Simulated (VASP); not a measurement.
Pd:

```
CELL_PARAMETERS angstrom
0.00000 1.95865 1.95865
1.95865 0.00000 1.95865
1.95865 1.95865 0.00000
ATOMIC_POSITIONS crystal
Pd 0.00000 0.00000 0.00000
```

- Program: VASP 6.6.1
- Task: relaxation of cell and atoms
- Functional: PBE
- Potentials or basis: VASP PAW PBE potentials, release 64 (Pd)
- Cutoff: 600 eV
- k mesh: 16 × 16 × 16
- Occupations: gaussian, width 0.1 eV
- Spin: no spin polarisation

At the start: pressure 3.2 GPa; volume 15.03 Å³/atom.

Q: Where does the relaxation end?

A: Over 12 steps the energy falls by 2.6 meV/atom and the volume is 15.30 Å³/atom (+1.8 %); space group Fm-3m (No. 225, to 0.05 Å).

The path:
| step | energy change (eV) | largest force (eV/Å) | pressure (GPa) | volume (Å³) |
| --- | --- | --- | --- | --- |
| 1 | 0.0000 | 0.0000 | 3.19 | 15.03 |
| 2 | 0.0023 | 0.0000 | -3.95 | 15.69 |
| 3 | -0.0026 | 0.0000 | -0.11 | 15.30 |
| 4 | -0.0026 | 0.0000 | 0.11 | 15.29 |
| 5 | -0.0026 | 0.0000 | 0.09 | 15.29 |
| 6 | -0.0026 | 0.0000 | 0.06 | 15.29 |
| 7 | -0.0026 | 0.0000 | 0.06 | 15.29 |
| 8 | -0.0026 | 0.0000 | 0.06 | 15.29 |
| 9 | -0.0026 | 0.0000 | 0.06 | 15.29 |
| 10 | -0.0026 | 0.0000 | 0.05 | 15.30 |
| 11 | -0.0026 | 0.0000 | 0.03 | 15.30 |
| 12 | -0.0026 | 0.0000 | -0.01 | 15.30 |

Final structure:
```
Pd
1.0
     0.00000    1.97041    1.97041
     1.97041    0.00000    1.97041
     1.97041    1.97041    0.00000
Pd
1
Direct
  0.00000 0.00000 0.00000
```
